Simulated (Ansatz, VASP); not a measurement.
## KPd: VASP beside Ansatz

The input INCAR:

```
  ALGO = Normal
  EDIFF = 1E-7
  ENCUT = 520
  GGA = PS
  ISIF = 2
  ISMEAR = -1
  LASPH = T
  LCHARG = F
  LREAL = F
  LWAVE = F
  NBANDS = 16
  NELM = 100
  PREC = Accurate
  SIGMA = 0.05
```

Contents of KPOINTS:

```
k-points
0
Gamma
  10 10 10
```

File POSCAR:

```
KPd
1.0
    3.0863755921      0.0000000000      0.0000000000
    0.0000000000      3.0863755921      0.0000000000
    0.0000000000      0.0000000000      3.0863755921
K Pd
1 1
Direct
    0.0000000000      0.0000000000      0.0000000000
    0.5000000000      0.5000000000      0.5000000000
```

Input for Ansatz:

```yaml
crystal:
  lattice:
    - [3.0863755921, 0.0, 0.0]
    - [0.0, 3.0863755921, 0.0]
    - [0.0, 0.0, 3.0863755921]
  atoms:
    - { symbol: K, position: [0.0, 0.0, 0.0] }
    - { symbol: Pd, position: [0.5, 0.5, 0.5] }
kpoints:
  mp_grid: { grid: [10, 10, 10] }
  band_path:
    path:
      - [0.0, 0.0, 0.0]
      - [0.0, 0.5, 0.0]
      - [0.5, 0.5, 0.0]
      - [0.0, 0.0, 0.0]
      - [0.5, 0.5, 0.5]
      - [0.0, 0.5, 0.0]
      - [0.5, 0.5, 0.5]
      - [0.5, 0.5, 0.0]
    npoints: 8
scf:
  occupations: { method: fermi_dirac, width: 0.05 }
hamiltonian:
  xc: pbesol
  pseudopotentials: { kind: all_electron, lapw: { basis_error: 0.0005 } }
output:
  forces: true
  stress: true
  eigenvalues: true
  populations: true
```

Change from the starting cell: volume scaled by 0.6, LAPW.

Alike in both runs: task single point; functional PBEsol; k mesh 10 × 10 × 10; occupations fermi-dirac, width 0.05 eV; no spin polarisation.

|  | VASP | Ansatz |
| --- | --- | --- |
| version | VASP 6.6.1 | Ansatz 0.2.0 |
| potentials or method | VASP PAW PBE potentials, release 64 (K_sv, Pd), cutoff 520 eV | all-electron LAPW, scalar-relativistic |

|  | VASP | Ansatz | Ansatz less VASP |
| --- | --- | --- | --- |
| pressure (GPa) | 49.3 | 47.8 | -1.49 |

VASP's potentials were made for PBE, not for PBEsol. Both programs put the cell under a high pressure, so it lies far from rest at this level. Ansatz ran all-electron here, and VASP with PAW potentials.
